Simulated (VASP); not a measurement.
Input of a VASP 6.6.1 run:

Contents of POSCAR:

```
Al
1.0
    8.5913470000      0.0000000000      0.0000000000
    4.2956740000      7.4403250000      0.0000000000
    0.0000000000      0.0000000000     16.6765370000
Al
27
Direct
    0.1111123195      0.1111107378      0.0599644878
    0.4444477091      0.1111107378      0.0599644878
    0.7777830988      0.1111107378      0.0599644878
    0.1111138883      0.4444429511      0.0599644878
    0.4444492779      0.4444429511      0.0599644878
    0.7777730280      0.4444429511      0.0599644878
    0.1111154570      0.7777751644      0.0599644878
    0.4444508467      0.7777751644      0.0599644878
    0.7777745968      0.7777751644      0.0599644878
   -0.1038341319      0.2426103698      0.1926179278
    0.1979080727      0.2659426840      0.1973611188
    0.5727186709      0.2160255096      0.2078968793
   -0.1425441016      0.5927698051      0.1999036131
    0.2235850693      0.5635909722      0.1930256863
    0.5484911900      0.5465083851      0.2270555332
   -0.1037947698      0.8827571376      0.2057921258
    0.2163992479      0.8918830831      0.1999575811
    0.5122785697      0.8924878954      0.1788260956
    0.0371069961     -0.0275391196      0.3368265246
    0.3649515037      0.0078625598      0.3309919799
    0.7055126240      0.0060750034      0.3610341883
   -0.0069799096      0.3283458720      0.3137821719
    0.3675403885      0.3201204248      0.3491252410
    0.6633681345      0.3379153464      0.3461869811
    0.0039223083      0.6854808090      0.3489033724
    0.3423554092      0.6975636145      0.3465527645
    0.6924213582      0.6529284675      0.3351115402
```

Contents of INCAR.step1:

```
SYSTEM = Al
  PREC = Accurate
  ENCUT = 440
  ISMEAR = -1
  SIGMA = 0.15
  LREAL = .FALSE.
  LASPH = .TRUE.
  NELM = 120
  NBANDS = 60
  GGA = PE
  ALGO = Normal
  EDIFF = 1E-5
  LWAVE = .TRUE.
  LCHARG = .FALSE.
  GGA_COMPAT = .FALSE.
  NELMDL = -8
```

The input INCAR.step2:

```
SYSTEM = Al
  PREC = Accurate
  ENCUT = 440
  EDIFF = 1E-6
  ISMEAR = -1
  SIGMA = 0.15
  LREAL = .FALSE.
  LASPH = .TRUE.
  NELM = 120
  ALGO = Normal
  ISIF = 2
  LWAVE = .FALSE.
  LCHARG = .TRUE.
  METAGGA = R2SCAN
  LMIXTAU = .TRUE.
  IVDW = 12
  VDW_S6 = 1.0
  VDW_S8 = 0.78981345
  VDW_A1 = 0.49484001
  VDW_A2 = 5.73083694
  LELF = .TRUE.
  LVHAR = .TRUE.
  NBANDS = 60
  ISTART = 1
  GGA_COMPAT = .FALSE.
```

File KPOINTS:

```
regular mesh
0
G
  2 2 1
  0 0 0
```

Potentials or basis: VASP PAW PBE potentials, release 64 (Al).

Launch:

```console
$ cat potpaw_PBE.64/Al/POTCAR > POTCAR
$ cp INCAR.step1 INCAR
$ mpirun -np 1 vasp_std > vasp.out
$ cp INCAR.step2 INCAR
$ mpirun -np 1 vasp_std > vasp.out
```

(1) Estimate the largest force.

(2) What does it give for the band gap on the k mesh?

(3) Estimate the dispersion energy per atom.

Answers

(1) 2.500 eV/Å.

(2) zero (an odd number of electrons rules out a gap without spin polarisation).

(3) -0.097 eV.

Caveat: the k points lie up to 0.42 Å⁻¹ apart, too coarse for converged energies and pressures of a metal; the atoms stand as in a frame of molecular dynamics; there is no dipole correction, which matters where the two faces differ; the PAW data sets were made with another functional, which shifts forces and pressure a little.
